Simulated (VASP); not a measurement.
Input of a VASP 6.6.1 run:

File INCAR:

```
SYSTEM = CO2
PREC     = Accurate       ! precision mode
ENCUT    = 520            ! plane-wave cutoff, eV
EDIFF    = 1E-6           ! SCF threshold, eV
ISMEAR   = 0              ! smearing method
SIGMA    = 0.02           ! smearing width, eV
LREAL    = .False.        ! projectors in reciprocal space
LASPH    = .True.         ! aspherical terms in the spheres
NELM     = 60             ! most SCF steps
ALGO     = Normal         ! electronic algorithm
ISIF     = 2              ! what is computed and relaxed
LWAVE    = .False.        ! write WAVECAR
LCHARG   = .False.        ! write CHGCAR
GGA      = PS             ! functional
NBANDS   = 25             ! bands
```

Contents of KPOINTS:

```
Automatic mesh
0
Gamma
  6 6 6
  0 0 0
```

The input POSCAR:

```
CO2
1.0
    4.5946341885      0.0000000000      0.0000000000
    0.0000000000      4.5946341885      0.0000000000
    0.0000000000      0.0000000000      4.7848069164
C O
2 4
Direct
    0.5000000000      0.5000000000      0.5000000000
    0.0000000000      0.0000000000      0.0000000000
    0.3203915717      0.6796084283      0.5000000000
    0.6796084283      0.3203915717      0.5000000000
    0.1796084283      0.1796084283      0.0000000000
    0.8203915717      0.8203915717      0.0000000000
```

Potentials or basis: VASP PAW PBE potentials, release 64 (C, O).

Command:

```bash
$ cat potpaw_PBE.64/C/POTCAR potpaw_PBE.64/O/POTCAR > POTCAR
$ mpirun -np 1 vasp_std > vasp.out
```

(1) What does it give for the largest force?

(2) Estimate the band gap on the k mesh.

Results:

(1) 0.704 eV/Å.

(2) 6.57 eV (least direct gap 6.79 eV).

Caveat: the PAW data sets were made with another functional, which shifts forces and pressure a little.
